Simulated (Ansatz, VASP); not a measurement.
# PtSe2 in VASP and in Ansatz

File INCAR:

```
PREC = Accurate
ENCUT = 520
EDIFF = 1E-7
ISMEAR = 0
SIGMA = 0.15
LREAL = F
LASPH = T
NELM = 60
ALGO = Normal
ISIF = 2
LWAVE = F
LCHARG = T
GGA = PS
IVDW = 12
LELF = T
LVHAR = T
NBANDS = 18
```

Contents of KPOINTS:

```
Automatic mesh
0
Gamma
  12 12 8
```

The input POSCAR:

```
PtSe2
1.0
    4.2996942953      0.0000000000      0.0000000000
   -2.1498471476      3.4807981086      0.0000000000
    0.0000000000      0.0000000000      4.6296715343
Pt Se
1 2
Direct
    0.0000000000      0.0000000000      0.0000000000
    0.3333333333      0.6666666667      0.2721511594
    0.6666666667      0.3333333333      0.7278488406
```

Input for Ansatz:

```yaml
crystal:
  lattice:
    - [4.2996942953, 0.0, 0.0]
    - [-2.1498471476, 3.4807981086, 0.0]
    - [0.0, 0.0, 4.6296715343]
  atoms:
    - { symbol: Pt, position: [0.0, 0.0, 0.0] }
    - { symbol: Se, position: [0.3333333333, 0.6666666667, 0.2721511594] }
    - { symbol: Se, position: [0.6666666667, 0.3333333333, 0.7278488406] }
basis:
  ecutwfc: 420
kpoints:
  mp_grid: { grid: [12, 12, 8] }
hamiltonian:
  xc: pbesol
  pseudopotentials: { kind: paw, azcp: { folder: soft_1 } }
  dispersion: d3bj
scf:
  occupations: { method: gaussian, width: 0.15 }
output:
  forces: true
  stress: true
  eigenvalues: true
```

Change from the starting cell: normal strain along x +0.1500, normal strain along y +0.0750.

Alike in both runs: task single point; functional PBEsol; dispersion D3(BJ); k mesh 12 × 12 × 8; occupations gaussian, width 0.15 eV; no spin polarisation.

|  | VASP | Ansatz |
| --- | --- | --- |
| version | VASP 6.6.1 | Ansatz 0.2.0 |
| potentials or method | VASP PAW PBE potentials, release 64 (Pt, Se), cutoff 520 eV | scalar-relativistic, plane waves, PAW |
| valence electrons in the cell | 22 | 50 |

```tsv
	VASP	Ansatz	Ansatz less VASP
gap on the k mesh at the Fermi level (eV)	none	none	-
pressure (GPa)	-19.3	-19.3	+0.01
traceless stress, the component that is largest in VASP (GPa)	7.69	7.69	+0.004
rms of the force components (eV/Å)	0.580	0.582	+0.0027
```

VASP's potentials were made for PBE, not for PBEsol, and Ansatz warns of the same on its side. Atom by atom the forces differ by 0.003 eV/Å (rms over components). A gap of «none» marks a metal or a gap that the smearing closes. VASP's potentials hold 22 valence electrons a cell and Ansatz's 50, so a difference there can come from the potentials and not from the codes.

Neither program's run includes spin-orbit coupling.
